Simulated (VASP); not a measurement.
# TiN (Fm-3m) in VASP: further runs, part 2 of 2

VASP 6.6.1.

## (3) Single point, PBEsol

This run uses another cell than the first one, of 9.17 Å³/atom.

Input file INCAR:

```
SYSTEM = TiN
ALGO = Normal
EDIFF = 1E-7
ENCUT = 520
GGA = PS
ISIF = 2
ISMEAR = -1
LASPH = .True.
LCHARG = .False.
LREAL = .False.
LWAVE = .False.
NBANDS = 16
NELM = 80
PREC = Accurate
SIGMA = 0.1
```

Input file KPOINTS:

```
k-points
0
Gamma
  20 20 20
  0 0 0
```

Input file POSCAR:

```
TiN
1.0
    0.0000000000      2.0932717854      2.0932717854
    2.0932717854      0.0000000000      2.0932717854
    2.0932717854      2.0932717854      0.0000000000
Ti N
1 1
Direct
    0.0000000000      0.0000000000      0.0000000000
    0.5000000000      0.5000000000      0.5000000000
```

Potentials or basis: VASP PAW PBE potentials, release 64 (Ti_sv, N).

Launch:

```console
$ cat potpaw_PBE.64/Ti_sv/POTCAR potpaw_PBE.64/N/POTCAR > POTCAR
$ mpirun -np 1 vasp_std > vasp.out
```

OUTCAR:

```text
SYSTEM = TiN
   EDIFF = 1E-7
   ENCUT = 520
   GGA = PS
   ISIF = 2
   ISMEAR = -1
   LASPH = .True.
   LREAL = .False.
   NELM = 80
   PREC = Accurate

 ion  position               nearest neighbor table
   1  0.000  0.000  0.000-   2 2.09   2 2.09   2 2.09   2 2.09   2 2.09   2 2.09
   2  0.500  0.500  0.500-   1 2.09   1 2.09   1 2.09   1 2.09   1 2.09   1 2.09

  LATTYP: Found a face centered cubic cell.
 ALAT       =     4.1865435708

  Lattice vectors:

[... 644 lines left out ...]

  FORCE on cell =-STRESS in cart. coord.  units (eV):
  Direction    XX          YY          ZZ          XY          YZ          ZX
  --------------------------------------------------------------------------------------
  -------------------------------------------------------------------------------------
  Total        0.5091973      0.5091973      0.5091973     -0.0000000      0.0000000      0.0000000
  in kB       44.4723201     44.4723201     44.4723201     -0.0000000      0.0000000      0.0000000
  external PRESSURE =      44.4723201 kB  Pullay stress =       0.0000000 kB

 VOLUME and BASIS-vectors are now :
 -----------------------------------------------------------------------------
  energy-cutoff  :      520.00
  volume of cell :       18.34
      direct lattice vectors                 reciprocal lattice vectors
     0.000000000  2.093271785  2.093271785    -0.238860526  0.238860526  0.238860526
     2.093271785  0.000000000  2.093271785     0.238860526 -0.238860526  0.238860526
     2.093271785  2.093271785  0.000000000     0.238860526  0.238860526 -0.238860526

 POSITION                                       TOTAL-FORCE (eV/Angst)
 -----------------------------------------------------------------------------------
      0.00000      0.00000      0.00000         0.000000      0.000000      0.000000
      2.09327      2.09327      2.09327        -0.000000     -0.000000     -0.000000
 -----------------------------------------------------------------------------------
    total drift:                                0.000000     -0.000000     -0.000000

  FREE ENERGIE OF THE ION-ELECTRON SYSTEM (eV)
  ---------------------------------------------------
  free  energy   TOTEN  =       -20.7902294016 eV

  energy  without entropy=      -20.7647586037  energy(sigma->0) =      -20.77749400
```

OSZICAR:

```text
N       E                     dE             d eps       ncg     rms          rms(c)
DAV:   1     0.130809886789E+03    0.13081E+03   -0.82352E+03  8232   0.127E+03
DAV:   2    -0.178960511104E+02   -0.14871E+03   -0.13942E+03  9000   0.348E+02
DAV:   3    -0.255314414503E+02   -0.76354E+01   -0.75529E+01 10528   0.817E+01
DAV:   4    -0.257096185318E+02   -0.17818E+00   -0.17794E+00  9904   0.118E+01
DAV:   5    -0.257138840078E+02   -0.42655E-02   -0.42654E-02  9680   0.162E+00    0.193E+01
DAV:   6    -0.211259066701E+02    0.45880E+01   -0.12034E+01 10824   0.539E+01    0.699E+00
DAV:   7    -0.208293717557E+02    0.29653E+00   -0.13891E+00  9656   0.148E+01    0.536E+00
DAV:   8    -0.209857151651E+02   -0.15634E+00   -0.90705E-01 11456   0.139E+01    0.598E+00
DAV:   9    -0.207977986359E+02    0.18792E+00   -0.26128E-01  9624   0.812E+00    0.142E+00
DAV:  10    -0.207927836872E+02    0.50149E-02   -0.36961E-02 10048   0.223E+00    0.385E-01
DAV:  11    -0.207902698355E+02    0.25139E-02   -0.52541E-03  9440   0.657E-01    0.158E-01
DAV:  12    -0.207902816445E+02   -0.11809E-04   -0.43651E-04  9392   0.221E-01    0.877E-02
DAV:  13    -0.207902388211E+02    0.42823E-04   -0.21214E-04  9480   0.234E-01    0.207E-02
DAV:  14    -0.207902296727E+02    0.91484E-05   -0.14963E-05 10056   0.543E-02    0.665E-03
DAV:  15    -0.207902294281E+02    0.24458E-06   -0.20449E-06 10888   0.136E-02    0.553E-03
DAV:  16    -0.207902294016E+02    0.26558E-07   -0.12627E-07  8504   0.372E-03
   1 F= -.20790229E+02 E0= -.20777494E+02  d E =-.254708E-01
```

stdout:

```text
POSCAR found type information on POSCAR TiN
 POSCAR found :  2 types and       2 ions
 scaLAPACK will be used
 -----------------------------------------------------------------------------
|                                                                             |
|                                                                             |
|     You enforced a specific xc type in the INCAR file but a different       |
|     I HOPE YOU KNOW WHAT YOU ARE DOING!                                     |
|                                                                             |
 -----------------------------------------------------------------------------

 LDA part: xc-table for (Slater+PW92), standard interpolation
 POSCAR, INCAR and KPOINTS ok, starting setup
 FFT: planning ... GRIDC
 FFT: planning ... GRID_SOFT
 FFT: planning ... GRID
 WAVECAR not read
 entering main loop
```

Run time: 30 s. Hardware: 1 thread of Intel Xeon 6975P-C (Granite Rapids), shared host; peak memory 0.2 GiB.

Results:

```yaml
Free_energy: -20.7902 eV
Pressure: 4.4 GPa
Band_gap_on_the_k_mesh: zero (an odd number of electrons rules out a gap without spin polarisation)
```

Levels at points of the mesh, in eV from the Fermi level:
```csv
k point,band 6,band 7,band 8,band 9,band 10,band 11,band 12,band 13
"(0.00, 0.00, 0.00)",-2.06,-2.06,-2.06,-0.66,-0.66,-0.66,0.62,0.62
"(0.50, 0.00, 0.00)",-8.36,-5.69,-5.69,1.82,1.82,2.54,6.10,6.10
"(0.50, 0.50, 0.00)",-5.92,-3.28,-3.27,-3.27,1.76,2.58,2.58,3.96
```

Caveat: the cell stands under pressure; the PAW data sets were made with another functional, which shifts forces and pressure a little.

## (4) Single point, PBEsol

This run uses another cell than the first one, of 9.29 Å³/atom.

Input file INCAR:

```
ALGO = Normal
EDIFF = 1E-6
ENCUT = 520
GGA = PS
ISIF = 2
ISMEAR = -1
LASPH = True
LCHARG = False
LREAL = False
LWAVE = False
NBANDS = 16
NELM = 60
PREC = Accurate
SIGMA = 0.1
```

Input file KPOINTS:

```
k-points
0
Gamma
  20 20 20
```

Input file POSCAR:

```
TiN
1.0
    0.0000000000      2.1022534160      2.1022534160
    2.1022534160      0.0000000000      2.1022534160
    2.1022534160      2.1022534160      0.0000000000
Ti N
1 1
Direct
    0.0000000000      0.0000000000      0.0000000000
    0.5000000000      0.5000000000      0.5000000000
```

Launch:

```console
$ cat potpaw_PBE.64/Ti_sv/POTCAR potpaw_PBE.64/N/POTCAR > POTCAR
$ mpirun -np 1 vasp_std > vasp.out
```

Run time: 31 s. Hardware: 1 thread of Intel Xeon 6975P-C (Granite Rapids), shared host; peak memory 0.19 GiB.

The run converged. Its results:

```
Free energy            : -20.7941 eV
Pressure               : 0.5 GPa
Band gap on the k mesh : zero (an odd number of electrons rules out a gap without spin polarisation)
```

Levels at points of the mesh, in eV from the Fermi level:
```csv
k point,band 5,band 6,band 7,band 8,band 9,band 10,band 11,band 12,band 13,band 14
"(0.00, 0.00, 0.00)",-17.20,-2.04,-2.04,-2.04,-0.65,-0.65,-0.65,0.60,0.60,5.70
"(0.50, 0.00, 0.00)",-14.58,-8.27,-5.62,-5.62,1.79,1.79,2.49,6.00,6.00,6.13
"(0.50, 0.50, 0.00)",-15.75,-5.89,-3.25,-3.25,-3.22,1.73,2.53,2.53,3.86,10.89
```

Caveat: the PAW data sets were made with another functional, which shifts forces and pressure a little.

## (5) Single point, PBEsol

This run uses another cell than the first one, of 9.26 Å³/atom.

Input file INCAR:

```
ALGO = Normal
EDIFF = 1E-7
ENCUT = 520
GGA = PS
ISIF = 2
ISMEAR = -1
LASPH = True
LCHARG = True
LELF = True
LREAL = False
LVHAR = True
LWAVE = False
NBANDS = 16
NELM = 60
PREC = Accurate
SIGMA = 0.1
```

KPOINTS is that of step 4.

Input file POSCAR:

```
TiN
1.0
    0.0000000000      2.0999655211      2.0999655211
    2.0999655211      0.0000000000      2.0999655211
    2.0999655211      2.0999655211      0.0000000000
Ti N
1 1
Direct
    0.0000000000      0.0000000000      0.0000000000
    0.5000000000      0.5000000000      0.5000000000
```

Launch:

```console
$ cat potpaw_PBE.64/Ti_sv/POTCAR potpaw_PBE.64/N/POTCAR > POTCAR
$ mpirun -np 1 vasp_std > vasp.out
```

Wall time 34 s (1 thread of Intel Xeon 6975P-C (Granite Rapids), shared host); peak memory 0.2 GiB.

It converged, with:

```
Free energy            : -20.7937 eV
Pressure               : 1.5 GPa
Band gap on the k mesh : zero (an odd number of electrons rules out a gap without spin polarisation)
```

Levels at points of the mesh, in eV from the Fermi level:
| k point | band 5 | band 6 | band 7 | band 8 | band 9 | band 10 | band 11 | band 12 | band 13 | band 14 |
| --- | --- | --- | --- | --- | --- | --- | --- | --- | --- | --- |
| (0.00, 0.00, 0.00) | -17.22 | -2.05 | -2.05 | -2.05 | -0.65 | -0.65 | -0.65 | 0.61 | 0.61 | 5.73 |
| (0.50, 0.00, 0.00) | -14.58 | -8.29 | -5.64 | -5.64 | 1.79 | 1.79 | 2.50 | 6.02 | 6.02 | 6.14 |
| (0.50, 0.50, 0.00) | -15.77 | -5.90 | -3.25 | -3.25 | -3.24 | 1.73 | 2.54 | 2.54 | 3.89 | 10.94 |

Caveat: the PAW data sets were made with another functional, which shifts forces and pressure a little.

## (6) Summary

```csv
cell,gap on the mesh (eV),pressure (GPa)
"a = 2.967 Å, angles 60.0°, 2 atoms",none,2.4
"a = 2.960 Å, angles 60.0°, 2 atoms",none,4.4
"a = 2.973 Å, angles 60.0°, 2 atoms",none,0.5
"a = 2.970 Å, angles 60.0°, 2 atoms",none,1.5
```

Alike in all rows: task single point; level PBEsol; potentials or basis VASP PAW PBE potentials, release 64 (Ti_sv, N); no spin polarisation; k mesh 20 × 20 × 20; cutoff (eV) 520; smearing fermi-dirac 0.1 eV.

Caveats: the PAW data sets were made with another functional, which shifts forces and pressure a little; the cell stands under pressure (at least some runs).

Total energies depend on the potentials used, so only differences within one code and one set of settings carry meaning.
